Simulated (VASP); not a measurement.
# Si16Ge (a cell with a defect) in VASP: a series of runs

Si16Ge (a cell with a defect) is run at these levels: PBE; tasks: single point.

All numbers are computed with VASP 6.6.1; they aren't measurements. Logs are shortened: lines on timing, memory, paths and dates and some standing lists are left out, and cuts for length are marked.

### Step 1. The cell of the first run

The cell holds a defect, 17 atoms: a = 7.679 Å, b = 7.679 Å, c = 7.679 Å, α = 60.00°, β = 60.00°, γ = 60.00°.

### Step 2. Single point, PBE

Input file INCAR:

```
PREC = Accurate
ENCUT = 520
EDIFF = 1E-6
ISMEAR = -1
SIGMA = 0.02
LREAL = Auto
LASPH = True
NELM = 60
ALGO = Normal
ISIF = 2
LWAVE = False
LCHARG = True
GGA = PE
LELF = True
LVHAR = True
NBANDS = 53
```

Input file KPOINTS:

```
Automatic mesh
0
Gamma
  2 2 2
```

Input file POSCAR:

```
Si16Ge
1.0
    0.0000000000      5.4300000000      5.4300000000
    5.4300000000      0.0000000000      5.4300000000
    5.4300000000      5.4300000000      0.0000000000
Si Ge
16 1
Direct
    0.0096995396     -0.0300083794      0.0101157459
    0.1160468692      0.1237503683      0.1164752302
   -0.0262811234      0.0096481584      0.5082976980
    0.1160455801      0.1237509208      0.6436514733
   -0.0016315838      0.4945146409     -0.0012076427
    0.1342442910      0.5964013812      0.1346428177
   -0.0016462247      0.4945215470      0.5082563536
    0.1137269797      0.6309201657      0.6276415285
    0.5078665746      0.0096820442     -0.0258050645
    0.6432391344      0.1237636280      0.1164586556
    0.5078226519      0.0096913444      0.5081731123
    0.6105662983      0.1672366483      0.6110395948
    0.5078597606      0.4945457643     -0.0012485267
    0.6272174954      0.6309545120      0.1141534070
    0.4882028545      0.5344286372      0.4886334254
    0.6271963168      0.6309651934      0.6275826888
    0.3550935543      0.9335559853      0.3556046041
```

Potentials or basis: VASP PAW PBE potentials, release 64 (Si, Ge_d).

On the command line:

```
> cat potpaw_PBE.64/Si/POTCAR potpaw_PBE.64/Ge_d/POTCAR > POTCAR
> mpirun -np 1 vasp_std > vasp.out
```

OUTCAR:

```text
PREC = Accurate
   ENCUT = 520
   EDIFF = 1E-6
   ISMEAR = -1
   LREAL = Auto
   LASPH = True
   NELM = 60
   ISIF = 2
   GGA = PE

 ion  position               nearest neighbor table
   1  0.010  0.970  0.010-  10 2.31   4 2.31   2 2.31   6 2.34
   2  0.116  0.124  0.116-   1 2.31   5 2.33   9 2.46   3 2.46  17 2.62
   3  0.974  0.010  0.508-  12 2.29   8 2.38  17 2.42   4 2.46   2 2.46
   4  0.116  0.124  0.644-   1 2.31   7 2.33  11 2.46   3 2.46  17 2.62
   5  0.998  0.495  0.999-   2 2.33   8 2.33  14 2.33   6 2.35
   6  0.134  0.596  0.135-   1 2.34   5 2.35   7 2.35  13 2.35
   7  0.998  0.495  0.508-   4 2.33   8 2.33  16 2.33   6 2.35
   8  0.114  0.631  0.628-   5 2.33   7 2.33  15 2.36   3 2.38  17 2.96
   9  0.508  0.010  0.974-  12 2.29  14 2.38  17 2.42  10 2.46   2 2.46
  10  0.643  0.124  0.116-   1 2.31  13 2.33  11 2.46   9 2.46  17 2.62
  11  0.508  0.010  0.508-  12 2.29  16 2.38  17 2.42  10 2.46   4 2.46
  12  0.611  0.167  0.611-  11 2.29   9 2.29   3 2.29  15 2.30
  13  0.508  0.495  0.999-  10 2.33  14 2.33  16 2.33   6 2.35
  14  0.627  0.631  0.114-   5 2.33  13 2.33  15 2.36   9 2.38  17 2.96
  15  0.488  0.534  0.489-  12 2.30  16 2.36   8 2.36  14 2.36  17 2.50
  16  0.627  0.631  0.628-   7 2.33  13 2.33  15 2.36  11 2.38  17 2.96
  17  0.355  0.934  0.356-   3 2.42   9 2.42  11 2.42  15 2.50   2 2.62   4 2.62  10 2.62   8 2.96
                            14 2.96  16 2.96

  LATTYP: Found a face centered cubic cell.
 ALAT       =    10.8600000000

  Lattice vectors:

 A1 = (   0.0000000000,   5.4300000000,   5.4300000000)
 A2 = (   5.4300000000,   0.0000000000,   5.4300000000)
 A3 = (   5.4300000000,   5.4300000000,   0.0000000000)

Analysis of symmetry for initial positions (statically):
=====================================================================
 Subroutine PRICEL returns:
 Original cell was already a primitive cell.

 Routine SETGRP: Setting up the symmetry group for a
 face centered cubic supercell.

 Subroutine GETGRP returns: Found  1 space group operations
 (whereof  1 operations were pure point group operations)
 out of a pool of 48 trial point group operations.

The static configuration has the point symmetry C_1 .

Analysis of symmetry for dynamics (positions and initial velocities):
=====================================================================
 Subroutine PRICEL returns:
 Original cell was already a primitive cell.

 Routine SETGRP: Setting up the symmetry group for a
[... 124 lines left out ...]
   NFREE  =      0    steps in history (QN), initial steepest desc. (CG)
   ISIF   =      2    stress and relaxation
   ISYM   =      2    0-nonsym 1-usesym 2-fastsym
   POTIM  = 0.5000    time-step for ionic-motion
   TEBEG  =    0.0;   TEEND  =   0.0 temperature during run
   PSTRESS=    0.0 pullay stress
   NELECT =      78.0000    total number of electrons
   NUPDOWN=      -1.0000    fix difference up-down
   EMIN   =  10.00;   EMAX   =-10.00  energy-range for DOS
   EFERMI =   0.00;   METHOD = LEGACY
   ISMEAR =    -1;   SIGMA  =   0.02  broadening in eV -4-tet -1-fermi 0-gaus
   EFERMI_NEDOS =   21; number of points for ismear=-14 and -15
   IALGO  =     38    algorithm
   IMIX   =      4    mixing-type and parameters
     AMIX     =   0.40;   BMIX     =  1.00
     AMIX_MAG =   1.60;   BMIX_MAG =  1.00
  volume/ion in A,a.u.               =      18.84       127.11
  Fermi-wavevector in a.u.,A,eV,Ry     =   1.022421  1.932096 14.222785  1.045345
  Thomas-Fermi vector in A             =   2.156100
   LORBIT       =      0    0 simple, 1 ext, 2 COOP (PROOUT), +10 PAW based schemes
   GGA     = PE    functional components
   LHFCALC =     F    Hartree Fock is set to
   AEXX    =    0.0000 exact exchange contribution
   IVDW    =     0    specifies the selected vdW correction
   LEPSILON=     F    determine dielectric tensor
   LRPA    =     F    only Hartree local field effects (RPA)
 non-spin polarized calculation
  energy-cutoff  :      520.00
  volume of cell :      320.21
 maximum number of plane-waves:      8646
 NGX is ok and might be reduce to    60
   NGX = 29   NGY = 29   NGZ = 29

 number of electron      78.0000003 magnetization

 Free energy of the ion-electron system (eV)
  ---------------------------------------------------
  ext. energy  EPLUGINS =         0.00000000
  ---------------------------------------------------
  free energy    TOTEN  =       -86.54987687 eV

  energy without entropy =      -86.53735172  energy(sigma->0) =      -86.54361430

 E-fermi :   6.9306     XC(G=0):  -9.7574

 val. band max:        6.7521403307   @ k =   0.0000   0.0000   0.0000
 cond. band min:       6.9578648994   @ k =   0.5000   0.5000   0.0000
 fundamental gap:      0.2057245687
 Fermi energy:         6.9306094711

 k-point     1 :       0.0000    0.0000    0.0000
  band No.  band energies     occupation
      1     -18.2193      2.00000
      2     -18.2172      2.00000
      3     -18.2172      2.00000
      4     -18.2017      2.00000
      5     -18.2017      2.00000
      6      -6.4763      2.00000
[... 421 lines left out ...]
     50      10.3291      0.00000
     51      10.4572      0.00000
 [bands above 51 left out]

------------------------ aborting loop because EDIFF is reached ----------------------------------------

  FORCE on cell =-STRESS in cart. coord.  units (eV):
  Direction    XX          YY          ZZ          XY          YZ          ZX
  --------------------------------------------------------------------------------------
  -------------------------------------------------------------------------------------
  Total       12.7672079     12.7681133     12.7640328      0.7267737      0.7281376     -0.7285327
  in kB       63.8817827     63.8863131     63.8658961      3.6364724      3.6432970     -3.6452738
  external PRESSURE =      63.8779973 kB  Pullay stress =       0.0000000 kB

 VOLUME and BASIS-vectors are now :
 -----------------------------------------------------------------------------
  energy-cutoff  :      520.00
  volume of cell :      320.21
      direct lattice vectors                 reciprocal lattice vectors
     0.000000000  5.430000000  5.430000000    -0.092081031  0.092081031  0.092081031
     5.430000000  0.000000000  5.430000000     0.092081031 -0.092081031  0.092081031
     5.430000000  5.430000000  0.000000000     0.092081031  0.092081031 -0.092081031

 POSITION                                       TOTAL-FORCE (eV/Angst)
 -----------------------------------------------------------------------------------
      5.32198      0.10760      5.31972        -0.002965      0.003027     -0.004015
      1.30442      1.26259      1.30210         0.072188      0.081137      0.072088
      2.81245      8.04735      5.33968         0.040850     -0.041112      0.117459
      4.16699      4.12515      1.30209        -0.081262     -0.072539      0.072193
      8.10866     10.84458      8.10636         0.032641     -0.000058      0.032588
      3.96957      1.46006      3.96741         0.066721     -0.066629      0.066701
[... 9 lines left out ...]
      6.83392      6.81345      6.83182         0.000484      0.045157      0.000658
      7.00014      3.85909      6.99737        -0.214956      0.215455     -0.214196
 -----------------------------------------------------------------------------------
    total drift:                               -0.005694      0.007930     -0.000429

  FREE ENERGIE OF THE ION-ELECTRON SYSTEM (eV)
  ---------------------------------------------------
  free  energy   TOTEN  =       -86.5498768746 eV

  energy  without entropy=      -86.5373517195  energy(sigma->0) =      -86.54361430
```

OSZICAR:

```text
N       E                     dE             d eps       ncg     rms          rms(c)
DAV:   1     0.408746984693E+03    0.40875E+03   -0.29968E+04  1013   0.158E+03
DAV:   2    -0.220448200339E+02   -0.43079E+03   -0.40117E+03   941   0.380E+02
DAV:   3    -0.846155544635E+02   -0.62571E+02   -0.59644E+02  1045   0.104E+02
DAV:   4    -0.880110403062E+02   -0.33955E+01   -0.33329E+01  1072   0.277E+01
DAV:   5    -0.881241795946E+02   -0.11314E+00   -0.11289E+00  1059   0.501E+00    0.144E+01
DAV:   6    -0.870167105887E+02    0.11075E+01   -0.69555E-01  1032   0.294E+00    0.869E+00
DAV:   7    -0.865456231791E+02    0.47109E+00   -0.12516E+00   995   0.346E+00    0.638E-01
DAV:   8    -0.865474920410E+02   -0.18689E-02   -0.94323E-02  1008   0.141E+00    0.361E-01
DAV:   9    -0.865491450522E+02   -0.16530E-02   -0.57410E-03  1099   0.298E-01    0.208E-01
DAV:  10    -0.865496578301E+02   -0.51278E-03   -0.63854E-04   984   0.943E-02    0.872E-02
DAV:  11    -0.865498677615E+02   -0.20993E-03   -0.24982E-04   963   0.591E-02    0.185E-02
DAV:  12    -0.865498745954E+02   -0.68339E-05   -0.17427E-05  1064   0.156E-02    0.104E-02
DAV:  13    -0.865498769090E+02   -0.23136E-05   -0.64479E-06   963   0.949E-03    0.445E-03
DAV:  14    -0.865498768746E+02    0.34443E-07   -0.19458E-07   608   0.274E-03
   1 F= -.86549877E+02 E0= -.86543614E+02  d E =-.125252E-01
```

Wall time 4.7 min (1 thread of Intel Xeon 6975P-C, shared host); peak memory 0.5 GiB.

What came out:

* Free energy: -86.5499 eV
* Pressure: 6.4 GPa
* Largest force: 0.372 eV/Å
* Band gap on the k mesh: zero (band 39 reaches 6.96 eV, above the bottom of band 40 at 6.75 eV)

Forces on the atoms (eV/Å):
```
Si  -0.003  0.003 -0.004
Si   0.072  0.081  0.072
Si   0.041 -0.041  0.117
Si  -0.081 -0.073  0.072
Si   0.033  0.000  0.033
Si   0.067 -0.067  0.067
Si   0.000 -0.033  0.032
Si   0.000  0.000 -0.045
Si   0.116 -0.041  0.040
Si   0.073 -0.073 -0.082
Si   0.040 -0.116  0.040
Si  -0.023  0.024 -0.022
Si   0.032 -0.032 -0.001
Si  -0.045 -0.001  0.000
Si  -0.107  0.107 -0.107
Si   0.000  0.045  0.001
Ge  -0.215  0.215 -0.214
```

Caveat: the k points lie up to 0.50 Å⁻¹ apart.

(Part 1 of 2 ends here.)
